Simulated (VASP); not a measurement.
# BaPPt (P2_13) in VASP: single point with LDA

Aim: the single point of BaPPt with LDA.

All numbers are computed with VASP 6.6.1; they aren't measurements. Logs are shortened: lines on timing, memory, paths and dates and some standing lists are left out, and cuts for length are marked.

## Step 1: The cell of the first run

The structure is cubic, space group P2_13 (No. 198). Conventional cell: a = 6.454 Å, b = 6.454 Å, c = 6.454 Å, α = 90.00°, β = 90.00°, γ = 90.00°. Within 4.1 Å of Ba (site symmetry 3) lie 7 P at 3.11 to 3.87 Å and 7 Pt at 3.23 to 3.58 Å and 6 Ba at 3.96 Å. P (site symmetry 3) has 3 Pt at 2.33 Å and 4 Ba at 3.11 to 3.23 Å within 3.3 Å. Within 3.1 Å of Pt (site symmetry 3) lie 3 P at 2.33 Å.

## Step 2: Single point, LDA

The input, INCAR:

```
PREC = Accurate ; ENCUT = 520
EDIFF = 1E-7 ; ISMEAR = 0
SIGMA = 0.1 ; LREAL = F
LASPH = T ; NELM = 100
ALGO = Normal ; ISIF = 2
LWAVE = F ; LCHARG = F
GGA = CA ; NBANDS = 62
LUSENCCL = F
```

The input, KPOINTS:

```
regular mesh
0
Gamma
  6 6 6
```

The input, POSCAR:

```
BaPPt
1.0
    6.4535886401      0.0000000000      0.0000000000
    0.0000000000      6.4535886401      0.0000000000
    0.0000000000      0.0000000000      6.4535886401
Ba P Pt
4 4 4
Direct
    0.6384829690      0.3615170310      0.8615170310
    0.3615170310      0.8615170310      0.6384829690
    0.1384829690      0.1384829690      0.1384829690
    0.8615170310      0.6384829690      0.3615170310
    0.5835137303      0.9164862697      0.0835137303
    0.0835137303      0.5835137303      0.9164862697
    0.9164862697      0.0835137303      0.5835137303
    0.4164862697      0.4164862697      0.4164862697
    0.1509157648      0.3490842352      0.6509157648
    0.6509157648      0.1509157648      0.3490842352
    0.8490842352      0.8490842352      0.8490842352
    0.3490842352      0.6509157648      0.1509157648
```

Potentials or basis: VASP PAW LDA potentials, release 64 (Ba_sv, P, Pt).

Started as:

```sh
> cat potpaw_LDA.64/Ba_sv/POTCAR potpaw_LDA.64/P/POTCAR potpaw_LDA.64/Pt/POTCAR > POTCAR
> mpirun -np 1 vasp_std > vasp.out
```

OUTCAR:

```text
PREC = Accurate
   ENCUT = 520
   EDIFF = 1E-7
   ISMEAR = 0
   LREAL = F
   LASPH = T
   NELM = 100
   ISIF = 2
   GGA = CA

 ion  position               nearest neighbor table
   1  0.638  0.362  0.862-   7 3.11   6 3.23   5 3.23   8 3.23  12 3.23  10 3.43  11 3.43   9 3.43
                             9 3.58  10 3.58  11 3.58   3 3.96   4 3.96   4 3.96   2 3.96   2 3.96
   2  0.362  0.862  0.638-   6 3.11   5 3.23   7 3.23   8 3.23  10 3.23   9 3.43  11 3.43  12 3.43
                            12 3.58   9 3.58  11 3.58   3 3.96   3 3.96   1 3.96   4 3.96   4 3.96
   3  0.138  0.138  0.138-   8 3.11   6 3.23   7 3.23   5 3.23  11 3.23  10 3.43   9 3.43  12 3.43
                             9 3.58  10 3.58  12 3.58   4 3.96   1 3.96   2 3.96   2 3.96   4 3.96
   4  0.862  0.638  0.362-   5 3.11   6 3.23   7 3.23   8 3.23   9 3.23  10 3.43  11 3.43  12 3.43
                            10 3.58  11 3.58  12 3.58   2 3.96   1 3.96   3 3.96   3 3.96   2 3.96
   5  0.584  0.916  0.084-  10 2.33  11 2.33  12 2.33   4 3.11   2 3.23   3 3.23   1 3.23
   6  0.084  0.584  0.916-   9 2.33  11 2.33  12 2.33   2 3.11   1 3.23   3 3.23   4 3.23
   7  0.916  0.084  0.584-   9 2.33  10 2.33  11 2.33   1 3.11   2 3.23   3 3.23   4 3.23
   8  0.416  0.416  0.416-   9 2.33  10 2.33  12 2.33   3 3.11   2 3.23   1 3.23   4 3.23
   9  0.151  0.349  0.651-   6 2.33   7 2.33   8 2.33   4 3.23   2 3.43   3 3.43   1 3.43   2 3.58
                             3 3.58   1 3.58
  10  0.651  0.151  0.349-   5 2.33   7 2.33   8 2.33   2 3.23   1 3.43   3 3.43   4 3.43   1 3.58
                             4 3.58   3 3.58
  11  0.849  0.849  0.849-   5 2.33   6 2.33   7 2.33   3 3.23   2 3.43   1 3.43   4 3.43   1 3.58
                             4 3.58   2 3.58
  12  0.349  0.651  0.151-   5 2.33   6 2.33   8 2.33   1 3.23   2 3.43   3 3.43   4 3.43   4 3.58
                             2 3.58   3 3.58

  LATTYP: Found a simple cubic cell.
 ALAT       =     6.4535886401

  Lattice vectors:

 A1 = (   6.4535886401,   0.0000000000,   0.0000000000)
 A2 = (   0.0000000000,   6.4535886401,   0.0000000000)
 A3 = (   0.0000000000,   0.0000000000,   6.4535886401)

Analysis of symmetry for initial positions (statically):
=====================================================================
 Subroutine PRICEL returns:
 Original cell was already a primitive cell.

 Routine SETGRP: Setting up the symmetry group for a
 simple cubic supercell.

 Subroutine GETGRP returns: Found 12 space group operations
 (whereof  3 operations were pure point group operations)
 out of a pool of 48 trial point group operations.

The static configuration has the point symmetry C_3 .
 The point group associated with its full space group is T   .

Analysis of symmetry for dynamics (positions and initial velocities):
=====================================================================
 Subroutine PRICEL returns:
 Original cell was already a primitive cell.

 Routine SETGRP: Setting up the symmetry group for a
 simple cubic supercell.

 Subroutine GETGRP returns: Found 12 space group operations
 (whereof  3 operations were pure point group operations)
 out of a pool of 48 trial point group operations.

The dynamic configuration has the point symmetry C_3 .
 The point group associated with its full space group is T   .

 Subroutine INISYM returns: Found 12 space group operations
 (whereof  3 operations are pure point group operations),
 and found     1 'primitive' translations

----------------------------------------------------------------------------------------

                                     Primitive cell

  volume of cell :     268.7843

  direct lattice vectors                    reciprocal lattice vectors
     6.453588640  0.000000000  0.000000000     0.154952547  0.000000000  0.000000000
     0.000000000  6.453588640  0.000000000     0.000000000  0.154952547  0.000000000
     0.000000000  0.000000000  6.453588640     0.000000000  0.000000000  0.154952547

  length of vectors
     6.453588640  6.453588640  6.453588640     0.154952547  0.154952547  0.154952547

  position of ions in fractional coordinates (direct lattice)
     0.638482969  0.361517031  0.861517031
     0.361517031  0.861517031  0.638482969
     0.138482969  0.138482969  0.138482969
     0.861517031  0.638482969  0.361517031
     0.583513730  0.916486270  0.083513730
     0.083513730  0.583513730  0.916486270
     0.916486270  0.083513730  0.583513730
     0.416486270  0.416486270  0.416486270
     0.150915765  0.349084235  0.650915765
     0.650915765  0.150915765  0.349084235
     0.849084235  0.849084235  0.849084235
     0.349084235  0.650915765  0.150915765

  ion indices of the primitive-cell ions
   primitive index   ion index
                 1           1
                 2           2
                 3           3
                 4           4
                 5           5
                 6           6
                 7           7
                 8           8
                 9           9
                10          10
                11          11
                12          12

----------------------------------------------------------------------------------------

 KPOINTS: regular mesh

Automatic generation of k-mesh.
 Grid dimensions read from file:
 generate k-points for:    6    6    6

 Generating k-lattice:

  Cartesian coordinates                     Fractional coordinates (reciprocal lattice)
     0.025825425  0.000000000  0.000000000     0.166666667  0.000000000  0.000000000
     0.000000000  0.025825425  0.000000000     0.000000000  0.166666667  0.000000000
     0.000000000  0.000000000  0.025825425     0.000000000  0.000000000  0.166666667

  Length of vectors
     0.025825425  0.025825425  0.025825425

  Shift w.r.t. Gamma in fractional coordinates (k-lattice)
     0.000000000  0.000000000  0.000000000

 Subroutine IBZKPT returns following result:
 ===========================================

 Found     24 irreducible k-points:

 Following reciprocal coordinates:
            Coordinates               Weight
  0.000000  0.000000  0.000000      1.000000
  0.166667  0.000000  0.000000      6.000000
  0.333333  0.000000  0.000000      6.000000
  0.500000  0.000000  0.000000      3.000000
  0.166667  0.166667  0.000000     12.000000
  0.333333  0.166667  0.000000     12.000000
[... 16 lines left out ...]
  0.500000  0.500000  0.333333      6.000000
  0.500000  0.500000  0.500000      1.000000
   k-points           NKPTS =     24   k-points in BZ     NKDIM =     24   number of bands    NBANDS=     62
   number of dos      NEDOS =    301   number of ions     NIONS =     12
   total plane-waves  NPLWV = 110592
   dimension x,y,z NGX =    48 NGY =   48 NGZ =   48
   dimension x,y,z NGXF=    96 NGYF=   96 NGZF=   96
   ions per type =               4   4   4
   NGX,Y,Z   is equivalent  to a cutoff of  12.36, 12.36, 12.36 a.u.
   NGXF,Y,Z  is equivalent  to a cutoff of  24.73, 24.73, 24.73 a.u.
 SYSTEM =  unknown system
   PREC   = accura    normal or accurate (medium, high low for compatibility)
   ISTART =      0    job   : 0-new  1-cont  2-samecut
   ICHARG =      2    charge: 1-file 2-atom 10-const
   ISPIN  =      1    spin polarized calculation?
   LNONCOLLINEAR =      F non collinear calculations
   LSORBIT =      F    spin-orbit coupling
   LASPH  =      T    aspherical Exc in radial PAW
   ENCUT  =  520.0 eV  38.22 Ry    6.18 a.u.  12.00 12.00 12.00*2*pi/ulx,y,z
   NELM   =    100;   NELMIN=  2; NELMDL= -5     # of ELM steps
   EDIFF  = 0.1E-06   stopping-criterion for ELM
   LREAL  =      F    real-space projection
   EDIFFG = 0.1E-05   stopping-criterion for IOM
   NSW    =      0    number of steps for IOM
   IBRION =     -1    ionic relax: 0-MD 1-quasi-New 2-CG
   NFREE  =      0    steps in history (QN), initial steepest desc. (CG)
   ISIF   =      2    stress and relaxation
   ISYM   =      2    0-nonsym 1-usesym 2-fastsym
   POTIM  = 0.5000    time-step for ionic-motion
   TEBEG  =    0.0;   TEEND  =   0.0 temperature during run
   PSTRESS=    0.0 pullay stress
   NELECT =     100.0000    total number of electrons
   NUPDOWN=      -1.0000    fix difference up-down
   EMIN   =  10.00;   EMAX   =-10.00  energy-range for DOS
   EFERMI =   0.00;   METHOD = LEGACY
   ISMEAR =     0;   SIGMA  =   0.10  broadening in eV -4-tet -1-fermi 0-gaus
   EFERMI_NEDOS =   21; number of points for ismear=-14 and -15
   IALGO  =     38    algorithm
   IMIX   =      4    mixing-type and parameters
     AMIX     =   0.40;   BMIX     =  1.00
     AMIX_MAG =   1.60;   BMIX_MAG =  1.00
  volume/ion in A,a.u.               =      22.40       151.15
  Fermi-wavevector in a.u.,A,eV,Ry     =   1.177444  2.225046 18.862765  1.386374
  Thomas-Fermi vector in A             =   2.313790
   LORBIT       =      0    0 simple, 1 ext, 2 COOP (PROOUT), +10 PAW based schemes
   GGA     = CA    functional components
   LHFCALC =     F    Hartree Fock is set to
   AEXX    =    0.0000 exact exchange contribution
   IVDW    =     0    specifies the selected vdW correction
   LEPSILON=     F    determine dielectric tensor
   LRPA    =     F    only Hartree local field effects (RPA)
 non-spin polarized calculation
 Gauss-broadening in eV      SIGMA  =   0.10
  energy-cutoff  :      520.00
  volume of cell :      268.78
 maximum number of plane-waves:      7264
   NGX = 23   NGY = 23   NGZ = 23

 number of electron     100.0000001 magnetization

 Free energy of the ion-electron system (eV)
  ---------------------------------------------------
  ext. energy  EPLUGINS =         0.00000000
  ---------------------------------------------------
  free energy    TOTEN  =       -76.82895604 eV

  energy without entropy =      -76.80683760  energy(sigma->0) =      -76.81789682

 E-fermi :   6.3389     XC(G=0): -10.8300

 val. band max:        6.3093150850   @ k =   0.3333   0.1667   0.0000
 cond. band min:       6.3589528429   @ k =   0.1667   0.1667   0.0000
 fundamental gap:      0.0496377579
 Fermi energy:         6.3389401787

 k-point     1 :       0.0000    0.0000    0.0000
  band No.  band energies     occupation
      1     -21.3499      2.00000
      2     -21.2122      2.00000
      3     -21.2122      2.00000
      4     -21.2122      2.00000
      5      -7.2106      2.00000
      6      -7.2106      2.00000
[... 54 lines left out ...]
     61      10.5793      0.00000
     62      10.5794      0.00000

 k-point     2 :       0.1667    0.0000    0.0000
  band No.  band energies     occupation
      1     -21.3427      2.00000
      2     -21.2338      2.00000
      3     -21.2100      2.00000
      4     -21.1996      2.00000
      5      -7.3296      2.00000
      6      -7.2127      2.00000
[... 54 lines left out ...]
     61      10.2107      0.00000
     62      10.5014      0.00000

 k-point     3 :       0.3333    0.0000    0.0000
  band No.  band energies     occupation
      1     -21.3226      2.00000
      2     -21.2624      2.00000
      3     -21.2046      2.00000
      4     -21.1959      2.00000
      5      -7.3732      2.00000
      6      -7.2396      2.00000
[... 1354 lines left out ...]
     61       9.4754      0.00000
     62       9.4754      0.00000

 k-point    24 :       0.5000    0.5000    0.5000
  band No.  band energies     occupation
      1     -21.2457      2.00000
      2     -21.2457      2.00000
      3     -21.2457      2.00000
      4     -21.2457      2.00000
      5      -7.4869      2.00000
      6      -7.4869      2.00000
[... 54 lines left out ...]
     61       9.6663      0.00000
     62       9.6663      0.00000

------------------------ aborting loop because EDIFF is reached ----------------------------------------

  FORCE on cell =-STRESS in cart. coord.  units (eV):
  Direction    XX          YY          ZZ          XY          YZ          ZX
  --------------------------------------------------------------------------------------
  -------------------------------------------------------------------------------------
  Total        1.7907203      1.7907203      1.7907203      0.0000000     -0.0000000      0.0000000
  in kB       10.6741793     10.6741793     10.6741793      0.0000000     -0.0000000      0.0000000
  external PRESSURE =      10.6741793 kB  Pullay stress =       0.0000000 kB

 VOLUME and BASIS-vectors are now :
 -----------------------------------------------------------------------------
  energy-cutoff  :      520.00
  volume of cell :      268.78
      direct lattice vectors                 reciprocal lattice vectors
     6.453588640  0.000000000  0.000000000     0.154952547  0.000000000  0.000000000
     0.000000000  6.453588640  0.000000000     0.000000000  0.154952547  0.000000000
     0.000000000  0.000000000  6.453588640     0.000000000  0.000000000  0.154952547

 POSITION                                       TOTAL-FORCE (eV/Angst)
 -----------------------------------------------------------------------------------
      4.12051      2.33308      5.55988         0.015733     -0.015733     -0.015733
      2.33308      5.55988      4.12051        -0.015733     -0.015733      0.015733
      0.89371      0.89371      0.89371         0.015733      0.015733      0.015733
      5.55988      4.12051      2.33308        -0.015733      0.015733     -0.015733
      3.76576      5.91463      0.53896         0.001735     -0.001735      0.001735
      0.53896      3.76576      5.91463         0.001735      0.001735     -0.001735
      5.91463      0.53896      3.76576        -0.001735      0.001735      0.001735
      2.68783      2.68783      2.68783        -0.001735     -0.001735     -0.001735
      0.97395      2.25285      4.20074         0.007429     -0.007429      0.007429
      4.20074      0.97395      2.25285         0.007429      0.007429     -0.007429
      5.47964      5.47964      5.47964        -0.007429     -0.007429     -0.007429
      2.25285      4.20074      0.97395        -0.007429      0.007429      0.007429
 -----------------------------------------------------------------------------------
    total drift:                               -0.000000     -0.000000     -0.000000

  FREE ENERGIE OF THE ION-ELECTRON SYSTEM (eV)
  ---------------------------------------------------
  free  energy   TOTEN  =       -76.8289560352 eV

  energy  without entropy=      -76.8068375988  energy(sigma->0) =      -76.81789682
```

Run time: 2.7 min. Hardware: 1 × NVIDIA H100 80GB with 1 thread of AMD EPYC 7R13 (Zen 3), shared host; peak memory 1.6 GiB.

What came out:

| Property | Result |
| --- | --- |
| Free energy | -76.8290 eV |
| Pressure | 1.1 GPa |
| Largest force | 0.027 eV/Å |
| Band gap on the k mesh | zero (bands 50 and 51 overlap by 0.61 eV) |

Forces on the atoms (eV/Å):
```
Ba   0.016 -0.016 -0.016
Ba  -0.016 -0.016  0.016
Ba   0.016  0.016  0.016
Ba  -0.016  0.016 -0.016
P    0.002 -0.002  0.002
P    0.002  0.002 -0.002
P   -0.002  0.002  0.002
P   -0.002 -0.002 -0.002
Pt   0.007 -0.007  0.007
Pt   0.007  0.007 -0.007
Pt  -0.007 -0.007 -0.007
Pt  -0.007  0.007  0.007
```

Caveat: spin-orbit coupling is left out, which moves the levels of the heavy elements.
